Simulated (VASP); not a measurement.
# Y (P2_1/m) in VASP: single point with PBEsol

Aim: the single point of Y with PBEsol.

All numbers are computed with VASP 6.6.1; they aren't measurements. Logs are shortened: lines on timing, memory, paths and dates and some standing lists are left out, and cuts for length are marked.

### 1 The cell of the first run

Symmetry: P2_1/m, No. 11, monoclinic system. Conventional cell: a = 3.620 Å, b = 5.747 Å, c = 3.652 Å, α = 90.00°, β = 119.14°, γ = 90.00°. Y (site symmetry m) has 12 Y at 3.55 to 3.68 Å within 4.7 Å.

### 2 Single point, PBEsol (strain -0.0200 x Voigt [0, 0, 0, 0, 0, 1])

INCAR

```
PREC = Accurate ; ENCUT = 520
EDIFF = 1E-6 ; ISMEAR = 0
SIGMA = 0.15 ; LREAL = F
LASPH = T ; NELM = 80
ALGO = Fast ; ISIF = 2
LWAVE = F ; LCHARG = F
GGA = PS ; NBANDS = 18
```

KPOINTS

```
Automatic mesh
0
Gamma
  18 18 8
```

POSCAR

```
Y
1.0
    3.6514992371     -0.0365149924      0.0000000000
   -1.8573725295      3.1805485974      0.0000000000
    0.0000000000      0.0000000000      5.7474000000
Y
2
Direct
    0.3333333333      0.6666666667      0.2500000000
    0.6666666667      0.3333333333      0.7500000000
```

Potentials or basis: VASP PAW PBE potentials, release 64 (Y_sv).

On the command line:

```
> cat potpaw_PBE.64/Y_sv/POTCAR > POTCAR
> mpirun -np 1 vasp_std > vasp.out
```

OUTCAR:

```text
PREC = Accurate
   ENCUT = 520
   EDIFF = 1E-6
   ISMEAR = 0
   LREAL = F
   LASPH = T
   NELM = 80
   ISIF = 2
   GGA = PS

 ion  position               nearest neighbor table
   1  0.333  0.667  0.250-   2 3.55   2 3.55   2 3.56   2 3.56   2 3.57   2 3.57
   2  0.667  0.333  0.750-   1 3.55   1 3.55   1 3.56   1 3.56   1 3.57   1 3.57

  LATTYP: Found a simple monoclinic cell.
 ALAT       =     3.6199223683
 B/A-ratio  =     1.5877136069
 C/A-ratio  =     1.0087735139
 COS(beta)  =    -0.4869160342

  Lattice vectors:

 A1 = (   1.7941267076,   3.1440336050,   0.0000000000)
 A2 = (   0.0000000000,   0.0000000000,  -5.7474000000)
 A3 = (  -3.6514992371,   0.0365149924,   0.0000000000)

Analysis of symmetry for initial positions (statically):
=====================================================================
 Subroutine PRICEL returns:
 Original cell was already a primitive cell.

 Routine SETGRP: Setting up the symmetry group for a
 simple monoclinic supercell.

 Subroutine GETGRP returns: Found  4 space group operations
 (whereof  2 operations were pure point group operations)
 out of a pool of  4 trial point group operations.

The static configuration has the point symmetry S_2 .
 The point group associated with its full space group is C_2h.

Analysis of symmetry for dynamics (positions and initial velocities):
=====================================================================
 Subroutine PRICEL returns:
 Original cell was already a primitive cell.

 Routine SETGRP: Setting up the symmetry group for a
 simple monoclinic supercell.

 Subroutine GETGRP returns: Found  4 space group operations
 (whereof  2 operations were pure point group operations)
 out of a pool of  4 trial point group operations.

The dynamic configuration has the point symmetry S_2 .
 The point group associated with its full space group is C_2h.

 Subroutine INISYM returns: Found  4 space group operations
 (whereof  2 operations are pure point group operations),
 and found     1 'primitive' translations

----------------------------------------------------------------------------------------

                                     Primitive cell

  volume of cell :      66.3592

  direct lattice vectors                    reciprocal lattice vectors
     3.651499237 -0.036514992  0.000000000     0.275468794  0.160867899  0.000000000
[... 82 lines left out ...]
   LSORBIT =      F    spin-orbit coupling
   LASPH  =      T    aspherical Exc in radial PAW
   ENCUT  =  520.0 eV  38.22 Ry    6.18 a.u.   6.79  6.85 10.69*2*pi/ulx,y,z
   NELM   =     80;   NELMIN=  2; NELMDL= -5     # of ELM steps
   EDIFF  = 0.1E-05   stopping-criterion for ELM
   LREAL  =      F    real-space projection
   EDIFFG = 0.1E-04   stopping-criterion for IOM
   NSW    =      0    number of steps for IOM
   IBRION =     -1    ionic relax: 0-MD 1-quasi-New 2-CG
   NFREE  =      0    steps in history (QN), initial steepest desc. (CG)
   ISIF   =      2    stress and relaxation
   ISYM   =      2    0-nonsym 1-usesym 2-fastsym
   POTIM  = 0.5000    time-step for ionic-motion
   TEBEG  =    0.0;   TEEND  =   0.0 temperature during run
   PSTRESS=    0.0 pullay stress
   NELECT =      22.0000    total number of electrons
   NUPDOWN=      -1.0000    fix difference up-down
   EMIN   =  10.00;   EMAX   =-10.00  energy-range for DOS
   EFERMI =   0.00;   METHOD = LEGACY
   ISMEAR =     0;   SIGMA  =   0.15  broadening in eV -4-tet -1-fermi 0-gaus
   EFERMI_NEDOS =   21; number of points for ismear=-14 and -15
   IALGO  =     68    algorithm
   IMIX   =      4    mixing-type and parameters
     AMIX     =   0.40;   BMIX     =  1.00
     AMIX_MAG =   1.60;   BMIX_MAG =  1.00
  volume/ion in A,a.u.               =      33.18       223.91
  Fermi-wavevector in a.u.,A,eV,Ry     =   1.133049  2.141152 17.467161  1.283800
  Thomas-Fermi vector in A             =   2.269751
   LORBIT       =      0    0 simple, 1 ext, 2 COOP (PROOUT), +10 PAW based schemes
   GGA     = PS    functional components
   LHFCALC =     F    Hartree Fock is set to
   AEXX    =    0.0000 exact exchange contribution
   IVDW    =     0    specifies the selected vdW correction
   LEPSILON=     F    determine dielectric tensor
   LRPA    =     F    only Hartree local field effects (RPA)
 non-spin polarized calculation
 RMM-DIIS sequential band-by-band and
 Gauss-broadening in eV      SIGMA  =   0.15
  energy-cutoff  :      520.00
  volume of cell :       66.36
 maximum number of plane-waves:      1805
   NGX = 13   NGY = 13   NGZ = 21

 number of electron      22.0000001 magnetization

 Free energy of the ion-electron system (eV)
  ---------------------------------------------------
  ext. energy  EPLUGINS =         0.00000000
  ---------------------------------------------------
  free energy    TOTEN  =       -13.62760694 eV

  energy without entropy =      -13.58231544  energy(sigma->0) =      -13.60496119

 E-fermi :   2.8364     XC(G=0):  -9.4940

 val. band max:        2.8359227369   @ k =   0.5000   0.2222   0.2500
 cond. band min:       2.8365039834   @ k =  -0.3889   0.4444   0.2500
 fundamental gap:      0.0005812465
 Fermi energy:         2.8363570785

 k-point     1 :       0.0000    0.0000    0.0000
  band No.  band energies     occupation
      1     -39.7865      2.00000
      2     -39.7165      2.00000
      3     -20.0707      2.00000
      4     -19.6116      2.00000
      5     -19.6032      2.00000
      6     -19.5259      2.00000
[... 481 lines left out ...]
      5     -19.7212      2.00000
      6     -19.6686      2.00000
[... 10 lines left out ...]
     17       5.9390      0.00000
     18       6.3341      0.00000

 [... further k-points ...]

------------------------ aborting loop because EDIFF is reached ----------------------------------------

  FORCE on cell =-STRESS in cart. coord.  units (eV):
  Direction    XX          YY          ZZ          XY          YZ          ZX
  --------------------------------------------------------------------------------------
  -------------------------------------------------------------------------------------
  Total       -0.8753138     -0.8702317     -1.1713561      0.2328676      0.0000000      0.0000000
  in kB      -21.1335921    -21.0108900    -28.2812415      5.6223585      0.0000000      0.0000000
  external PRESSURE =     -23.4752412 kB  Pullay stress =       0.0000000 kB

 VOLUME and BASIS-vectors are now :
 -----------------------------------------------------------------------------
  energy-cutoff  :      520.00
  volume of cell :       66.36
      direct lattice vectors                 reciprocal lattice vectors
     3.651499237 -0.036514992  0.000000000     0.275468794  0.160867899  0.000000000
    -1.857372530  3.180548597  0.000000000     0.003162580  0.316258048  0.000000000
     0.000000000  0.000000000  5.747400000     0.000000000  0.000000000  0.173991718

 POSITION                                       TOTAL-FORCE (eV/Angst)
 -----------------------------------------------------------------------------------
     -0.02108      2.10819      1.43685         0.024943      0.000248      0.000000
      1.81521      1.03584      4.31055        -0.024943     -0.000248     -0.000000
 -----------------------------------------------------------------------------------
    total drift:                                0.000000      0.000000     -0.000000

  FREE ENERGIE OF THE ION-ELECTRON SYSTEM (eV)
  ---------------------------------------------------
  free  energy   TOTEN  =       -13.6276069443 eV

  energy  without entropy=      -13.5823154385  energy(sigma->0) =      -13.60496119
```

OSZICAR:

```text
N       E                     dE             d eps       ncg     rms          rms(c)
DAV:   1     0.874929563982E+02    0.87493E+02   -0.11243E+04 29544   0.115E+03
DAV:   2    -0.651007400265E+01   -0.94003E+02   -0.92432E+02 36502   0.258E+02
DAV:   3    -0.138872417275E+02   -0.73772E+01   -0.73117E+01 51442   0.431E+01
[... 11 lines left out ...]
RMM:  15    -0.136276007623E+02   -0.69957E-05   -0.64022E-05 51416   0.277E-02    0.951E-03
RMM:  16    -0.136276038917E+02   -0.31294E-05   -0.32055E-05 41952   0.156E-02    0.471E-03
RMM:  17    -0.136276054136E+02   -0.15220E-05   -0.15062E-05 37250   0.107E-02    0.690E-03
RMM:  18    -0.136276064333E+02   -0.10197E-05   -0.98254E-06 32423   0.796E-03    0.233E-03
RMM:  19    -0.136276069443E+02   -0.51103E-06   -0.50208E-06 26919   0.624E-03
   1 F= -.13627607E+02 E0= -.13604961E+02  d E =-.452915E-01
```

Run time: 36 min. Hardware: 1 thread of Intel Xeon Platinum 8259CL at 2.50GHz (Skylake/Cascade Lake), shared host; peak memory 0.92 GiB.

What came out:

```
Free energy            : -13.6276 eV
Pressure               : -2.3 GPa
Largest force          : 0.025 eV/Å
Band gap on the k mesh : zero (bands 11 and 12 overlap by 1.41 eV)
```

Forces on the atoms (eV/Å):
```
Y    0.025  0.000  0.000
Y   -0.025  0.000  0.000
```

Levels at points of the mesh, in eV from the Fermi level:
```
           k point  band 8  band 9  band 10  band 11  band 12  band 13  band 14  band 15
(0.00, 0.00, 0.00)  -22.33   -4.69    -1.86     0.85     1.60     1.87     2.00     2.21
(0.50, 0.00, 0.00)  -22.42   -1.65    -1.17    -0.80    -0.06     1.35     1.41     2.08
(0.00, 0.50, 0.00)  -22.41   -1.68    -1.17    -0.80    -0.10     1.33     1.50     2.02
(0.50, 0.50, 0.00)  -22.40   -1.71    -1.18    -0.80    -0.15     1.33     1.56     1.95
(0.00, 0.00, 0.50)  -22.40   -3.27    -3.27     0.93     0.93     1.55     1.55     1.77
(0.50, 0.00, 0.50)  -22.47   -1.63    -1.63     0.08     0.08     1.41     1.41     2.67
(0.00, 0.50, 0.50)  -22.47   -1.64    -1.64     0.06     0.06     1.36     1.36     2.75
(0.50, 0.50, 0.50)  -22.47   -1.66    -1.66     0.05     0.05     1.31     1.31     2.83
```

Caveat: the cell differs from its parent crystal (strain -0.0200 x Voigt [0, 0, 0, 0, 0, 1]); the PAW data sets were made with another functional, which shifts forces and pressure a little.
